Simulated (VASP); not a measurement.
A run of VASP 6.6.1 is set up as follows.

INCAR

```
SYSTEM = Se
  PREC = Accurate
  ENCUT = 520
  EDIFF = 1E-6
  ISMEAR = 0
  SIGMA = 0.01
  LREAL = .False.
  LASPH = .True.
  NELM = 60
  ALGO = Normal
  ISIF = 2
  LWAVE = .False.
  LCHARG = .True.
  GGA = PE
  LELF = .True.
  LVHAR = .True.
  NBANDS = 16
```

Contents of KPOINTS:

```
regular mesh
0
Gamma
  6 6 4
  0 0 0
```

File POSCAR:

```
Se
1.0
    4.2926573527      0.0000000000      0.0000000000
   -2.1463286763      3.7175503172      0.0000000000
    0.0000000000      0.0000000000      5.0408504727
Se
3
Direct
    0.2284670362      0.0000000000      0.3333333333
    0.0000000000      0.2284670362      0.6666666667
    0.7715329638      0.7715329638      0.0000000000
```

Potentials or basis: VASP PAW PBE potentials, release 64 (Se).

Command:

```console
$ cat potpaw_PBE.64/Se/POTCAR > POTCAR
$ mpirun -np 1 vasp_std > vasp.out
```

Q: Estimate the band gap on the k mesh.

A: 0.83 eV, indirect (least direct gap 0.97 eV).

Q: Estimate the largest force.

A: 0.332 eV/Å.

Q: What does it give for the pressure?

A: 2.4 GPa.

Stress tensor (GPa, compression positive):
```
2.09 0.00 0.00
0.00 2.09 0.00
0.00 0.00 2.97
```

A k mesh can miss the band edges. As with any semilocal functional, this PBE gap is likely too small.
